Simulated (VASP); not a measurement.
Here is a VASP 6.6.1 calculation.

Contents of INCAR:

```
SYSTEM = BiSbTe2S
PREC = Accurate ; ENCUT = 520
EDIFF = 1E-6 ; ISMEAR = 0
SIGMA = 0.1 ; LREAL = .FALSE.
LASPH = .TRUE. ; NELM = 80
ALGO = Normal ; ISIF = 2
LWAVE = .FALSE. ; LCHARG = .FALSE.
GGA = PE ; NBANDS = 27
```

Contents of KPOINTS:

```
Automatic mesh
0
G
  6 6 8
  0 0 0
```

POSCAR

```
BiSbTe2S
1.0
    5.8079943160      0.0000000000      0.0000000000
    0.0000000000      5.8079943160      0.0000000000
    0.0000000000      0.0000000000      4.8584896927
Sb Bi Te S
1 1 2 1
Direct
    0.5000000000      0.5000000000      0.5000000000
    0.0000000000      0.0000000000      0.0000000000
    0.5000000000      0.0000000000      0.5000000000
    0.0000000000      0.5000000000      0.5000000000
    0.5000000000      0.5000000000      0.0000000000
```

Potentials or basis: VASP PAW PBE potentials, release 64 (Sb, Bi_d, Te, S).

Run with:

```sh
$ cat potpaw_PBE.64/Sb/POTCAR potpaw_PBE.64/Bi_d/POTCAR potpaw_PBE.64/Te/POTCAR potpaw_PBE.64/S/POTCAR > POTCAR
$ mpirun -np 1 vasp_std > vasp.out
```

(1) What does it give for the pressure?

(2) Estimate the band gap on the k mesh.

## Answers

(1) 0.0 GPa.

(2) zero (band 19 reaches 5.68 eV, above the bottom of band 20 at 4.60 eV).

Caveat: spin-orbit coupling is left out, which moves the levels of the heavy elements.
